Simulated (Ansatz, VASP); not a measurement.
Given: the input of a run of VASP 6.6.1 on TiAl3.

Contents of INCAR:

```
PREC = Accurate
ENCUT = 520
EDIFF = 1E-6
ISMEAR = -1
SIGMA = 0.05
LREAL = False
LASPH = True
NELM = 80
ALGO = Fast
ISIF = 2
LWAVE = False
LCHARG = False
NBANDS = 18
```

File KPOINTS:

```
Automatic mesh
0
Gamma
  10 10 10
```

The input POSCAR:

```
TiAl3
1.0
   -1.9362557970      1.9362557970      4.3369998440
    1.9362557970     -1.9362557970      4.3369998440
    1.9362557970      1.9362557970     -4.3369998440
Ti Al
1 3
Direct
    0.0000000000      0.0000000000      0.0000000000
    0.2500000000      0.7500000000      0.5000000000
    0.7500000000      0.2500000000      0.5000000000
    0.5000000000      0.5000000000      0.0000000000
```

Potentials or basis: VASP PAW LDA potentials, release 64 (Ti_sv, Al).

Launch:

```console
$ cat potpaw_LDA.64/Ti_sv/POTCAR potpaw_LDA.64/Al/POTCAR > POTCAR
$ mpirun -np 1 vasp_std > vasp.out
```

Q: Translate it to Ansatz 0.2.0. Potentials there: all-electron LAPW, scalar-relativistic.

A: As run (the cutoff follows the program's own potentials):

Contents of input.yaml:

```yaml
crystal:
  lattice:
    - [-1.936255797, 1.936255797, 4.336999844]
    - [1.936255797, -1.936255797, 4.336999844]
    - [1.936255797, 1.936255797, -4.336999844]
  atoms:
    - { symbol: Ti, position: [0.0, 0.0, 0.0] }
    - { symbol: Al, position: [0.25, 0.75, 0.5] }
    - { symbol: Al, position: [0.75, 0.25, 0.5] }
    - { symbol: Al, position: [0.5, 0.5, 0.0] }
kpoints:
  mp_grid: { grid: [10, 10, 10] }
scf:
  occupations: { method: fermi_dirac, width: 0.05 }
hamiltonian:
  xc: lda
  pseudopotentials: { kind: all_electron, lapw: { basis_error: 0.002 } }
output:
  forces: true
  stress: true
  eigenvalues: true
```

Potentials or basis: all-electron LAPW, scalar-relativistic.

The run is started by

```sh
$ ansatz run input.yaml --threads 2 --pin off --max-ram 6144MiB --backend cpu --events-out ev --progress --plain --runs-dir out
```

Both were run:

|  | VASP | Ansatz | Ansatz less VASP |
| --- | --- | --- | --- |
| gap on the k mesh at the Fermi level (eV) | none | none | - |
| pressure (GPa) | -7.1 | -7.2 | -0.08 |
| traceless stress, the component that is largest in VASP (GPa) | 0.40 | 0.41 | +0.010 |

LDA's correlation is that of Perdew and Zunger in VASP and of Perdew and Wang (1992) in Ansatz. A gap of «none» marks a metal or a gap that the smearing closes. Ansatz ran all-electron here, and VASP with PAW potentials.
